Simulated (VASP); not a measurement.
Here is a VASP 6.6.1 calculation.

File INCAR:

```
PREC = Accurate
ENCUT = 600
EDIFF = 1E-6
ISMEAR = -1
SIGMA = 0.05
LREAL = False
LASPH = True
NELM = 100
ALGO = Normal
ISIF = 3
LWAVE = False
LCHARG = False
GGA = PE
IBRION = 2
NSW = 60
EDIFFG = -0.01
```

Contents of KPOINTS:

```
Automatic mesh
0
Gamma
  11 11 6
```

POSCAR

```
Al
1.0
    2.8124553515      0.0000000000      0.0000000000
   -1.4062276757      2.4356577814      0.0000000000
    0.0000000000      0.0000000000      4.8668500000
Al
2
Direct
    0.3333333333      0.6666666667      0.2500000000
    0.6666666667      0.3333333333      0.7500000000
```

Potentials or basis: VASP PAW PBE potentials, release 64 (Al).

Launch:

```console
$ cat potpaw_PBE.64/Al/POTCAR > POTCAR
$ mpirun -np 1 vasp_std > vasp.out
```

Estimate the band gap on the k mesh.

zero (band 3 reaches 11.85 eV, above the bottom of band 4 at 4.88 eV).

Predict the relaxed volume.

16.63 Å³/atom.

Estimate the space group after relaxing (to 0.05 Å).

P6_3/mmc (No. 194).

What does it give for the relaxed cell?

a = 2.854 Å, b = 2.854 Å, c = 4.715 Å, α = 90.00°, β = 90.00°, γ = 120.00°.

The path:
```tsv
step	energy change (eV)	largest force (eV/Å)	pressure (GPa)	volume (Å³)
1	0.0000	0.0000	0.13	33.34
2	-0.0122	0.0000	-0.25	33.40
3	-0.0029	0.0000	-0.29	33.51
4	-0.0182	0.0000	-0.43	33.46
5	-0.0186	0.0000	-0.43	33.45
6	-0.0186	0.0000	-0.43	33.44
7	-0.0188	0.0000	0.15	33.19
8	-0.0189	0.0000	0.00	33.26
```
